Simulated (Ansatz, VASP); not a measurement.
**SnO2: VASP beside Ansatz**

Contents of INCAR:

```
SYSTEM = SnO2
PREC = Accurate
ENCUT = 520
EDIFF = 1E-7
ISMEAR = 0
SIGMA = 0.05
LREAL = .FALSE.
LASPH = .TRUE.
NELM = 100
ALGO = Normal
ISIF = 2
LWAVE = .FALSE.
LCHARG = .FALSE.
GGA = PE
IVDW = 12
NBANDS = 35
```

Contents of KPOINTS:

```
Automatic mesh
0
G
  12 12 4
  0 0 0
```

POSCAR

```
SnO2
1.0
    3.1309003151      0.0000000000      0.0000000000
   -1.5654501576      2.7114392096      0.0000000000
    0.0000000000      0.0000000000     10.0747363625
Sn O
2 4
Direct
   -0.0389919738      0.0000000000      0.5000000000
    0.0389919738      0.0000000000      0.0000000000
    0.6271796222      0.3333333333      0.4017901351
    0.7061537111      0.3333333333      0.0982098649
    0.2938462889      0.6666666667      0.5982098649
    0.3728203778      0.6666666667      0.9017901351
```

Input for Ansatz:

```yaml
crystal:
  lattice:
    - [3.1309003151, 0.0, 0.0]
    - [-1.5654501576, 2.7114392096, 0.0]
    - [0.0, 0.0, 10.0747363625]
  atoms:
    - { symbol: Sn, position: [-0.0389919738, 0.0, 0.5] }
    - { symbol: Sn, position: [0.0389919738, 0.0, 0.0] }
    - { symbol: O, position: [0.6271796222, 0.3333333333, 0.4017901351] }
    - { symbol: O, position: [0.7061537111, 0.3333333333, 0.0982098649] }
    - { symbol: O, position: [0.2938462889, 0.6666666667, 0.5982098649] }
    - { symbol: O, position: [0.3728203778, 0.6666666667, 0.9017901351] }
basis:
  ecutwfc: 520.0
kpoints:
  mp_grid: { grid: [12, 12, 4] }
hamiltonian:
  xc: pbe
  dispersion: d3bj
scf:
  occupations: { method: gaussian, width: 0.05 }
output:
  forces: true
  stress: true
  eigenvalues: true
```

Change from the starting cell: mode 1 frozen in at -0.127 Å, equal normal strain along x, y and z -0.0250.

Alike in both runs: task single point; functional PBE; dispersion D3(BJ); k mesh 12 × 12 × 4; occupations gaussian, width 0.05 eV; no spin polarisation.

|  | VASP | Ansatz |
| --- | --- | --- |
| version | VASP 6.6.1 | Ansatz 0.2.0 |
| potentials or method | VASP PAW PBE potentials, release 64 (Sn_d, O), cutoff 520 eV | scalar-relativistic, plane waves, PAW |
| valence electrons in the cell | 52 | 52 |

```tsv
	VASP	Ansatz	Ansatz less VASP
gap on the k mesh at the Fermi level (eV)	2.56	2.59	+0.026
least direct gap on the mesh (eV)	3.05	3.07	+0.018
pressure (GPa)	13.1	12.4	-0.73
traceless stress, the component that is largest in VASP (GPa)	-5.47	-5.03	+0.440
rms of the force components (eV/Å)	0.478	0.448	-0.0306
```

Atom by atom the forces differ by 0.031 eV/Å (rms over components).
